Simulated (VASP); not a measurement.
# SnTe in VASP: notebook

Runs on SnTe. Level: PBE. Tasks: single point.

Program: VASP 6.6.1. These are calculated values, not measurements. Logs are shortened: lines on timing, memory, paths and dates and some standing lists are left out, and cuts for length are marked.

## 1. The cell of the first run

Symmetry: Fm-3m, No. 225, cubic system. Conventional cell: a = 5.997 Å, b = 5.997 Å, c = 5.997 Å, α = 90.00°, β = 90.00°, γ = 90.00°. Sn (site symmetry m-3m) has 6 Te at 3.00 Å within 3.9 Å. Within 3.9 Å of Te (site symmetry m-3m) lie 6 Sn at 3.00 Å.

## 2. Single point, PBE (strain -0.050 along x and y, -0.050 along z)

Input file INCAR:

```
SYSTEM = SnTe
  PREC = Accurate
  ENCUT = 520
  EDIFF = 1E-6
  ISMEAR = 0
  SIGMA = 0.03
  LREAL = .FALSE.
  LASPH = .TRUE.
  NELM = 100
  ALGO = Normal
  ISIF = 2
  LWAVE = .FALSE.
  LCHARG = .FALSE.
  GGA = PE
  NBANDS = 17
```

Input file KPOINTS:

```
Automatic mesh
0
G
  10 10 10
  0 0 0
```

Input file POSCAR:

```
SnTe
1.0
    0.0000000000      2.9986750000      2.9986750000
    2.9986750000      0.0000000000      2.9986750000
    2.9986750000      2.9986750000      0.0000000000
Sn Te
1 1
Direct
    0.0000000000      0.0000000000      0.0000000000
    0.5000000000      0.5000000000      0.5000000000
```

Potentials or basis: VASP PAW PBE potentials, release 64 (Sn_d, Te).

The run is started by

```bash
$ cat potpaw_PBE.64/Sn_d/POTCAR potpaw_PBE.64/Te/POTCAR > POTCAR
$ mpirun -np 1 vasp_std > vasp.out
```

OUTCAR:

```text
SYSTEM = SnTe
   PREC = Accurate
   ENCUT = 520
   EDIFF = 1E-6
   ISMEAR = 0
   LREAL = .FALSE.
   LASPH = .TRUE.
   NELM = 100
   ISIF = 2
   GGA = PE

 ion  position               nearest neighbor table
   1  0.000  0.000  0.000-   2 3.00   2 3.00   2 3.00   2 3.00   2 3.00   2 3.00
   2  0.500  0.500  0.500-   1 3.00   1 3.00   1 3.00   1 3.00   1 3.00   1 3.00

  LATTYP: Found a face centered cubic cell.
 ALAT       =     5.9973500000

  Lattice vectors:

 A1 = (   0.0000000000,   2.9986750000,   2.9986750000)
 A2 = (   2.9986750000,   0.0000000000,   2.9986750000)
 A3 = (   2.9986750000,   2.9986750000,   0.0000000000)

Analysis of symmetry for initial positions (statically):
=====================================================================
 Subroutine PRICEL returns:
 Original cell was already a primitive cell.

 Routine SETGRP: Setting up the symmetry group for a
 face centered cubic supercell.

 Subroutine GETGRP returns: Found 48 space group operations
 (whereof 48 operations were pure point group operations)
 out of a pool of 48 trial point group operations.

The static configuration has the point symmetry O_h .

Analysis of symmetry for dynamics (positions and initial velocities):
=====================================================================
 Subroutine PRICEL returns:
 Original cell was already a primitive cell.

 Routine SETGRP: Setting up the symmetry group for a
 face centered cubic supercell.

 Subroutine GETGRP returns: Found 48 space group operations
 (whereof 48 operations were pure point group operations)
 out of a pool of 48 trial point group operations.

The dynamic configuration has the point symmetry O_h .

 Subroutine INISYM returns: Found 48 space group operations
 (whereof 48 operations are pure point group operations),
 and found     1 'primitive' translations

----------------------------------------------------------------------------------------

                                     Primitive cell

  volume of cell :      53.9285

  direct lattice vectors                    reciprocal lattice vectors
     0.000000000  2.998675000  2.998675000    -0.166740310  0.166740310  0.166740310
     2.998675000  0.000000000  2.998675000     0.166740310 -0.166740310  0.166740310
     2.998675000  2.998675000  0.000000000     0.166740310  0.166740310 -0.166740310

  length of vectors
     4.240766854  4.240766854  4.240766854     0.288802689  0.288802689  0.288802689

  position of ions in fractional coordinates (direct lattice)
     0.000000000  0.000000000  0.000000000
     0.500000000  0.500000000  0.500000000

  ion indices of the primitive-cell ions
   primitive index   ion index
                 1           1
                 2           2

----------------------------------------------------------------------------------------

 KPOINTS: Automatic mesh

Automatic generation of k-mesh.
 Grid dimensions read from file:
 generate k-points for:   10   10   10

 Generating k-lattice:

  Cartesian coordinates                     Fractional coordinates (reciprocal lattice)
    -0.016674031  0.016674031  0.016674031     0.100000000  0.000000000  0.000000000
     0.016674031 -0.016674031  0.016674031     0.000000000  0.100000000  0.000000000
     0.016674031  0.016674031 -0.016674031     0.000000000  0.000000000  0.100000000

  Length of vectors
     0.028880269  0.028880269  0.028880269

  Shift w.r.t. Gamma in fractional coordinates (k-lattice)
     0.000000000  0.000000000  0.000000000

 Subroutine IBZKPT returns following result:
 ===========================================

 Found     47 irreducible k-points:

 Following reciprocal coordinates:
            Coordinates               Weight
  0.000000  0.000000  0.000000      1.000000
  0.100000  0.000000  0.000000      8.000000
  0.200000  0.000000  0.000000      8.000000
  0.300000  0.000000  0.000000      8.000000
  0.400000  0.000000  0.000000      8.000000
  0.500000  0.000000  0.000000      4.000000
[... 16 lines left out ...]
  0.300000  0.300000  0.000000      6.000000
  0.400000  0.300000  0.000000     24.000000
 [... further k-points ...]
   k-points           NKPTS =     47   k-points in BZ     NKDIM =     47   number of bands    NBANDS=     17
   number of dos      NEDOS =    301   number of ions     NIONS =      2
   total plane-waves  NPLWV =  32768
   dimension x,y,z NGX =    32 NGY =   32 NGZ =   32
   dimension x,y,z NGXF=    64 NGYF=   64 NGZF=   64
   ions per type =               1   1
   NGX,Y,Z   is equivalent  to a cutoff of  12.54, 12.54, 12.54 a.u.
   NGXF,Y,Z  is equivalent  to a cutoff of  25.09, 25.09, 25.09 a.u.
 SYSTEM =  SnTe
   PREC   = accura    normal or accurate (medium, high low for compatibility)
   ISTART =      0    job   : 0-new  1-cont  2-samecut
   ICHARG =      2    charge: 1-file 2-atom 10-const
   ISPIN  =      1    spin polarized calculation?
   LNONCOLLINEAR =      F non collinear calculations
   LSORBIT =      F    spin-orbit coupling
   LASPH  =      T    aspherical Exc in radial PAW
   ENCUT  =  520.0 eV  38.22 Ry    6.18 a.u.   7.89  7.89  7.89*2*pi/ulx,y,z
   NELM   =    100;   NELMIN=  2; NELMDL= -5     # of ELM steps
   EDIFF  = 0.1E-05   stopping-criterion for ELM
   LREAL  =      F    real-space projection
   EDIFFG = 0.1E-04   stopping-criterion for IOM
   NSW    =      0    number of steps for IOM
   IBRION =     -1    ionic relax: 0-MD 1-quasi-New 2-CG
   NFREE  =      0    steps in history (QN), initial steepest desc. (CG)
   ISIF   =      2    stress and relaxation
   ISYM   =      2    0-nonsym 1-usesym 2-fastsym
   POTIM  = 0.5000    time-step for ionic-motion
   TEBEG  =    0.0;   TEEND  =   0.0 temperature during run
   PSTRESS=    0.0 pullay stress
   NELECT =      20.0000    total number of electrons
   NUPDOWN=      -1.0000    fix difference up-down
   EMIN   =  10.00;   EMAX   =-10.00  energy-range for DOS
   EFERMI =   0.00;   METHOD = LEGACY
   ISMEAR =     0;   SIGMA  =   0.03  broadening in eV -4-tet -1-fermi 0-gaus
   EFERMI_NEDOS =   21; number of points for ismear=-14 and -15
   IALGO  =     38    algorithm
   IMIX   =      4    mixing-type and parameters
     AMIX     =   0.40;   BMIX     =  1.00
     AMIX_MAG =   1.60;   BMIX_MAG =  1.00
  volume/ion in A,a.u.               =      26.96       181.96
  Fermi-wavevector in a.u.,A,eV,Ry     =   1.176193  2.222683 18.822723  1.383431
  Thomas-Fermi vector in A             =   2.312561
   LORBIT       =      0    0 simple, 1 ext, 2 COOP (PROOUT), +10 PAW based schemes
   GGA     = PE    functional components
   LHFCALC =     F    Hartree Fock is set to
   AEXX    =    0.0000 exact exchange contribution
   IVDW    =     0    specifies the selected vdW correction
   LEPSILON=     F    determine dielectric tensor
   LRPA    =     F    only Hartree local field effects (RPA)
 non-spin polarized calculation
 Gauss-broadening in eV      SIGMA  =   0.03
  energy-cutoff  :      520.00
  volume of cell :       53.93
 maximum number of plane-waves:      1470
   NGX = 15   NGY = 15   NGZ = 15

 number of electron      20.0000007 magnetization

 Free energy of the ion-electron system (eV)
  ---------------------------------------------------
  ext. energy  EPLUGINS =         0.00000000
  ---------------------------------------------------
  free energy    TOTEN  =        -7.17507253 eV

  energy without entropy =       -7.17507252  energy(sigma->0) =       -7.17507253

 E-fermi :   8.9661     XC(G=0): -10.1773

 val. band max:        8.8697838902   @ k =   0.5000   0.0000   0.0000
 cond. band min:       9.0629260682   @ k =   0.5000   0.0000   0.0000
 fundamental gap:      0.1931421780
 Fermi energy:         8.9660862546

 k-point     1 :       0.0000    0.0000    0.0000
  band No.  band energies     occupation
      1     -13.0618      2.00000
      2     -13.0618      2.00000
      3     -13.0454      2.00000
      4     -13.0454      2.00000
      5     -13.0454      2.00000
      6      -5.0548      2.00000
[... 9 lines left out ...]
     16      13.4211      0.00000
     17      15.3218      0.00000

 k-point     2 :       0.1000    0.0000    0.0000
  band No.  band energies     occupation
      1     -13.0626      2.00000
      2     -13.0626      2.00000
      3     -13.0452      2.00000
      4     -13.0444      2.00000
      5     -13.0444      2.00000
      6      -4.9503      2.00000
[... 9 lines left out ...]
     16      13.6652      0.00000
     17      16.1953      0.00000

 k-point     3 :       0.2000    0.0000    0.0000
  band No.  band energies     occupation
      1     -13.0653      2.00000
      2     -13.0653      2.00000
      3     -13.0447      2.00000
      4     -13.0414      2.00000
      5     -13.0414      2.00000
      6      -4.6448      2.00000
[... 9 lines left out ...]
     16      14.3159      0.00000
     17      18.0746      0.00000

 k-point     4 :       0.3000    0.0000    0.0000
  band No.  band energies     occupation
      1     -13.0689      2.00000
      2     -13.0689      2.00000
      3     -13.0440      2.00000
      4     -13.0373      2.00000
      5     -13.0373      2.00000
      6      -4.1722      2.00000
[... 9 lines left out ...]
     16      15.3341      0.00000
     17      20.3149      0.00000
[... 343 lines left out ...]
      1     -13.0706      2.00000
      2     -13.0689      2.00000
      3     -13.0428      2.00000
      4     -13.0380      2.00000
      5     -13.0360      2.00000
      6      -4.0137      2.00000
[... 9 lines left out ...]
     16      17.4058      0.00000
     17      17.7726      0.00000

 k-point    23 :       0.3000    0.3000    0.0000
  band No.  band energies     occupation
      1     -13.0860      2.00000
      2     -13.0559      2.00000
      3     -13.0505      2.00000
      4     -13.0322      2.00000
      5     -13.0322      2.00000
      6      -3.8826      2.00000
[... 9 lines left out ...]
     16      17.7138      0.00000
     17      17.7138      0.00000

 k-point    24 :       0.4000    0.3000    0.0000
  band No.  band energies     occupation
      1     -13.0906      2.00000
      2     -13.0563      2.00000
      3     -13.0505      2.00000
      4     -13.0299      2.00000
      5     -13.0293      2.00000
      6      -3.4880      2.00000
[... 9 lines left out ...]
     16      18.5782      0.00000
     17      18.9211      0.00000

 [... further k-points ...]
[... 5 lines left out ...]
  --------------------------------------------------------------------------------------
  -------------------------------------------------------------------------------------
  Total        4.2340893      4.2340893      4.2340893     -0.0000000      0.0000000     -0.0000000
  in kB      125.7918208    125.7918208    125.7918208     -0.0000000      0.0000000     -0.0000000
  external PRESSURE =     125.7918208 kB  Pullay stress =       0.0000000 kB

 VOLUME and BASIS-vectors are now :
 -----------------------------------------------------------------------------
  energy-cutoff  :      520.00
  volume of cell :       53.93
      direct lattice vectors                 reciprocal lattice vectors
     0.000000000  2.998675000  2.998675000    -0.166740310  0.166740310  0.166740310
     2.998675000  0.000000000  2.998675000     0.166740310 -0.166740310  0.166740310
     2.998675000  2.998675000  0.000000000     0.166740310  0.166740310 -0.166740310

 POSITION                                       TOTAL-FORCE (eV/Angst)
 -----------------------------------------------------------------------------------
      0.00000      0.00000      0.00000         0.000000      0.000000     -0.000000
      2.99867      2.99867      2.99867         0.000000      0.000000      0.000000
 -----------------------------------------------------------------------------------
    total drift:                                0.000000     -0.000000     -0.000000

  FREE ENERGIE OF THE ION-ELECTRON SYSTEM (eV)
  ---------------------------------------------------
  free  energy   TOTEN  =        -7.1750725324 eV

  energy  without entropy=       -7.1750725242  energy(sigma->0) =       -7.17507253
```

It took 23 s on 1 thread of Intel Xeon 6975P-C (Granite Rapids), shared host; peak memory 0.2 GiB.

Results:

* Free energy: -7.1751 eV
* Pressure: 12.6 GPa
* Band gap on the k mesh: 0.19 eV, direct

Caveat: the cell differs from its parent crystal (strain -0.050 along x and y, -0.050 along z); spin-orbit coupling is left out, which moves the levels of the heavy elements. A k mesh can miss the band edges.

## 3. Single point, PBE (strain -0.025 along x and y, -0.025 along z)

Input file INCAR:

```
SYSTEM = SnTe
PREC     = Accurate       ! precision mode
ENCUT    = 520            ! plane-wave cutoff, eV
EDIFF    = 1E-6           ! SCF threshold, eV
ISMEAR   = 0              ! smearing method
SIGMA    = 0.03           ! smearing width, eV
LREAL    = .FALSE.        ! projectors in reciprocal space
LASPH    = .TRUE.         ! aspherical terms in the spheres
NELM     = 80             ! most SCF steps
ALGO     = Normal         ! electronic algorithm
ISIF     = 2              ! what is computed and relaxed
LWAVE    = .FALSE.        ! write WAVECAR
LCHARG   = .FALSE.        ! write CHGCAR
GGA      = PE             ! functional
NBANDS   = 17             ! bands
```

KPOINTS is that of step 2.

Input file POSCAR:

```
SnTe
1.0
    0.0000000000      3.0775875000      3.0775875000
    3.0775875000      0.0000000000      3.0775875000
    3.0775875000      3.0775875000      0.0000000000
Sn Te
1 1
Direct
    0.0000000000      0.0000000000      0.0000000000
    0.5000000000      0.5000000000      0.5000000000
```

Potentials or basis: VASP PAW PBE potentials, release 64 (Sn_d, Te).

The run is started by

```bash
$ cat potpaw_PBE.64/Sn_d/POTCAR potpaw_PBE.64/Te/POTCAR > POTCAR
$ mpirun -np 1 vasp_std > vasp.out
```

Wall time 16 s (1 thread of Intel Xeon 6975P-C (Granite Rapids), shared host); peak memory 0.2 GiB.

It converged, with:

```yaml
Free_energy: -7.4296 eV
Pressure: 6.4 GPa
Band_gap_on_the_k_mesh: 0.28 eV, direct
```

Levels at points of the mesh, in eV from the valence-band top:
| k point | band 7 | band 8 | band 9 | band 10 | band 11 | band 12 | band 13 | band 14 |
| --- | --- | --- | --- | --- | --- | --- | --- | --- |
| (0.00, 0.00, 0.00) | -4.34 | -2.31 | -2.31 | -2.31 | 3.53 | 3.53 | 3.53 | 4.65 |
| (0.50, 0.00, 0.00) | -8.71 | -1.95 | -1.95 | 0.00 | 0.28 | 0.28 | 0.32 | 8.00 |
| (0.50, 0.50, 0.00) | -6.50 | -6.07 | -4.07 | -4.07 | 1.92 | 5.32 | 5.32 | 6.98 |

Caveat: the cell differs from its parent crystal (strain -0.025 along x and y, -0.025 along z); spin-orbit coupling is left out, which moves the levels of the heavy elements.

(Part 1 of 2 ends here.)
